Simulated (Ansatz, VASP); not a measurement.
HfB2 in VASP and in Ansatz

File INCAR:

```
PREC = Accurate
ENCUT = 600
EDIFF = 1E-6
ISMEAR = 0
SIGMA = 0.1
LREAL = F
LASPH = T
NELM = 60
ALGO = Normal
ISIF = 3
LWAVE = F
LCHARG = F
GGA = PE
IBRION = 2
NSW = 100
EDIFFG = -0.01
```

File KPOINTS:

```
Automatic mesh
0
Gamma
  12 12 10
```

Contents of POSCAR:

```
HfB2
1.0
    4.5813476302      0.0000000000      0.0000000000
   -2.2906738151      3.9675634313      0.0000000000
    0.0000000000      0.0000000000      4.1884245613
Hf B
2 4
Direct
    0.3333333333      0.6666666667      0.0000000000
    0.6666666667      0.3333333333      0.0000000000
    0.5000000000      0.0000000000      0.5000000000
    0.0000000000      0.5000000000      0.5000000000
    0.5000000000      0.5000000000      0.5000000000
    0.0000000000      0.0000000000      0.0000000000
```

Input for Ansatz:

```yaml
crystal:
  lattice:
    - [4.5813476302, 0.0, 0.0]
    - [-2.2906738151, 3.9675634313, 0.0]
    - [0.0, 0.0, 4.1884245613]
  atoms:
    - { symbol: Hf, position: [0.3333333333, 0.6666666667, 0.0] }
    - { symbol: Hf, position: [0.6666666667, 0.3333333333, 0.0] }
    - { symbol: B, position: [0.5, 0.0, 0.5] }
    - { symbol: B, position: [0.0, 0.5, 0.5] }
    - { symbol: B, position: [0.5, 0.5, 0.5] }
    - { symbol: B, position: [0.0, 0.0, 0.0] }
basis:
  ecutwfc: 420
kpoints:
  mp_grid: { grid: [12, 12, 10] }
hamiltonian:
  xc: pbe
scf:
  occupations: { method: gaussian, width: 0.1 }
output:
  forces: true
  stress: true
  eigenvalues: true
relax:
  adjacent_minimum: "off"
  f_tol: 0.01
  max_steps: 80
  cell: { stress_tol: 0.05 }
```

Alike in both runs: task relaxation of cell and atoms; functional PBE; k mesh 12 × 12 × 10; occupations gaussian, width 0.1 eV; no spin polarisation.

```csv
,VASP,Ansatz
version,VASP 6.6.1,Ansatz 0.2.0
potentials or method,"VASP PAW PBE potentials, release 64 (Hf_pv, B), cutoff 600 eV","scalar-relativistic, plane waves, PAW"
valence electrons in the cell,32,64
```

|  | VASP | Ansatz | Ansatz less VASP |
| --- | --- | --- | --- |
| gap on the k mesh at the Fermi level, each at its own relaxed structure (eV) | none | none | - |
| relaxed volume (Å³/atom) | 12.62 | 12.72 | +0.096 |
| relaxed cell length with the largest relative difference (Å) | 4.560 | 4.592 | +0.0313 |

A gap of «none» marks a metal or a gap that the smearing closes. VASP's potentials hold 32 valence electrons a cell and Ansatz's 64, so a difference there can come from the potentials and not from the codes.

Spin-orbit coupling is off throughout.
